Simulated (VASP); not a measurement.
Input of a VASP 6.6.1 run:

The input INCAR:

```
SYSTEM = NaI
  PREC = Accurate
  ENCUT = 520
  EDIFF = 1E-6
  ISMEAR = 0
  SIGMA = 0.05
  LREAL = .False.
  LASPH = .True.
  NELM = 60
  ALGO = Normal
  ISIF = 2
  LWAVE = .False.
  LCHARG = .False.
  GGA = PS
  NBANDS = 14
```

The input KPOINTS:

```
regular mesh
0
Gamma
  6 6 6
  0 0 0
```

POSCAR

```
NaI
1.0
    0.0000000000      3.3334920000      3.2364000000
    3.3334920000      0.0000000000      3.2364000000
    3.3334920000      3.3334920000      0.0000000000
Na I
1 1
Direct
    0.0000000000      0.0000000000      0.0000000000
    0.5000000000      0.5000000000      0.5000000000
```

Potentials or basis: VASP PAW PBE potentials, release 64 (Na_pv, I).

The run is started by

```sh
$ cat potpaw_PBE.64/Na_pv/POTCAR potpaw_PBE.64/I/POTCAR > POTCAR
$ mpirun -np 1 vasp_std > vasp.out
```

Question: What does it give for the band gap on the k mesh?

Answer: 3.36 eV.

Question: What does it give for the pressure?

Answer: -1.2 GPa.

Stress tensor (GPa, compression positive):
```
-1.37  0.00  0.00
 0.00 -1.37  0.00
 0.00  0.00 -0.86
```

Caveat: the cell differs from its parent crystal (strain +0.030 along x and y, +0.000 along z); the PAW data sets were made with another functional, which shifts forces and pressure a little; spin-orbit coupling is left out, which moves the levels of the heavy elements.
